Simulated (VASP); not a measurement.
Set up this calculation in VASP 6.6.1, as the native input.

```
Task                   : single point
Functional             : LDA
Potentials or basis    : VASP PAW LDA potentials, release 64 (Pd)
Cutoff                 : 520 eV
k mesh                 : 16 × 16 × 16
Occupations            : fermi-dirac, width 0.1 eV
Spin                   : no spin polarisation
Dipole correction      : no
Further INCAR settings : ALGO = Normal; EDIFF = 1e-06; NBANDS = 11
```

The structure of Pd lies in POSCAR:

```
Pd
1.0
   -1.5485090511      1.5485090511      1.5485090511
    1.5485090511     -1.5485090511      1.5485090511
    1.5485090511      1.5485090511     -1.5485090511
Pd
1
Direct
    0.0000000000      0.0000000000      0.0000000000
```

This cell differs from its parent crystal: volume scaled by 1.04.

These files were run (other wordings do the same):

INCAR

```
PREC     = Accurate       # precision mode
ENCUT    = 520            # plane-wave cutoff, eV
EDIFF    = 1E-6           # SCF threshold, eV
ISMEAR   = -1             # smearing method
SIGMA    = 0.1            # smearing width, eV
LREAL    = F              # projectors in reciprocal space
LASPH    = T              # aspherical terms in the spheres
NELM     = 100            # most SCF steps
ALGO     = Normal         # electronic algorithm
ISIF     = 2              # what is computed and relaxed
LWAVE    = F              # write WAVECAR
LCHARG   = T              # write CHGCAR
LELF     = T              # ELF
LVHAR    = T            
NBANDS   = 11             # bands
```

KPOINTS

```
regular mesh
0
Gamma
  16 16 16
```

Potentials or basis: VASP PAW LDA potentials, release 64 (Pd).

Launch:

```bash
$ cat potpaw_LDA.64/Pd/POTCAR > POTCAR
$ mpirun -np 1 vasp_std > vasp.out
```

It gave:

```json
{
 "Pressure": "-7.6 GPa",
 "Band gap on the k mesh": "zero (band 5 reaches 10.09 eV, above the bottom of band 6 at 8.43 eV)"
}
```

Run time: 7 s on 1 thread of Intel(R) Xeon(R) 6975P-C (Granite Rapids), with other jobs on the host, peak memory 0.13 GiB.
